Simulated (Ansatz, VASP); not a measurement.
**TaH5: VASP beside Ansatz**

```
Ta H
1.0
     2.52523    1.45794    3.02577
    -2.52523    1.45794    3.02577
     0.00000   -2.91589    3.02577
Ta H
1 5
Direct
  0.70499 0.70499 0.70499
  0.44382 0.20964 0.44382
  0.44382 0.44382 0.20964
  0.20964 0.44382 0.44382
  0.24141 0.24141 0.24141
  0.13058 0.13058 0.13058
```

Alike in both runs: task relaxation of cell and atoms; functional PBE; k mesh 6 × 6 × 6; occupations gaussian, width 0.1 eV; no spin polarisation.

|  | VASP | Ansatz |
| --- | --- | --- |
| version | VASP 6.6.1 | Ansatz 0.2.0 |
| potentials or method | VASP PAW PBE potentials, release 64 (Ta_pv, H), cutoff 600 eV | scalar-relativistic, plane waves, PAW |
| valence electrons in the cell | 16 | 18 |

|  | VASP | Ansatz | Ansatz less VASP |
| --- | --- | --- | --- |
| gap on the k mesh at the Fermi level, each at its own relaxed structure (eV) | none | none | - |
| relaxed volume (Å³/atom) | 7.49 | 7.50 | +0.012 |
| relaxed cell length with the largest relative difference (Å) | 3.618 | 3.558 | -0.0597 |

A gap of «none» marks a metal or a gap that the smearing closes. VASP's potentials hold 16 valence electrons a cell and Ansatz's 18, so a difference there can come from the potentials and not from the codes.

Neither program's run includes spin-orbit coupling. Noted on VASP's run: the volume moved by over 15 % at a fixed basis, so the end points are rough.
